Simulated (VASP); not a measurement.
A run of VASP 6.6.1:

The input POSCAR:

```
Y
1.0
    3.3100000000      0.0000000000      0.0000000000
    0.0000000000      3.3100000000      0.0000000000
    0.0000000000      0.0000000000      3.3100000000
Y
1
Direct
    0.0000000000      0.0000000000      0.0000000000
```

Contents of INCAR.step1:

```
ALGO = Normal ; EDIFF = 1E-4
ENCUT = 600 ; GGA = PE
ISMEAR = -1 ; LASPH = True
LCHARG = False ; LREAL = False
LWAVE = True ; NELM = 80
PREC = Accurate ; SIGMA = 0.1
```

The input INCAR.step2:

```
ALGO = Normal ; EDIFF = 1E-7
EDIFFG = -0.01 ; ENCUT = 600
IBRION = 2 ; ISIF = 3
ISMEAR = -1 ; ISTART = 1
LASPH = True ; LCHARG = False
LMIXTAU = True ; LREAL = False
LWAVE = False ; METAGGA = R2SCAN
NELM = 80 ; NSW = 80
PREC = Accurate ; SIGMA = 0.1
```

KPOINTS

```
k-points
0
Gamma
  12 12 12
```

Potentials or basis: VASP PAW PBE potentials, release 64 (Y_sv).

Run with:

```bash
$ cat potpaw_PBE.64/Y_sv/POTCAR > POTCAR
$ cp INCAR.step1 INCAR
$ mpirun -np 1 vasp_std > vasp.out
$ cp INCAR.step2 INCAR
$ mpirun -np 1 vasp_std > vasp.out
```

Hardware: 1 thread of Intel(R) Xeon(R) Platinum 8488C (Sapphire Rapids) (shared host).

Problem. How long does it take, and how much memory?

Solution. Wall time 6.1 min on 1 thread of Intel(R) Xeon(R) Platinum 8488C (Sapphire Rapids) (shared host), peak memory 0.21 GiB. Counts: k points 84, ion steps 4.
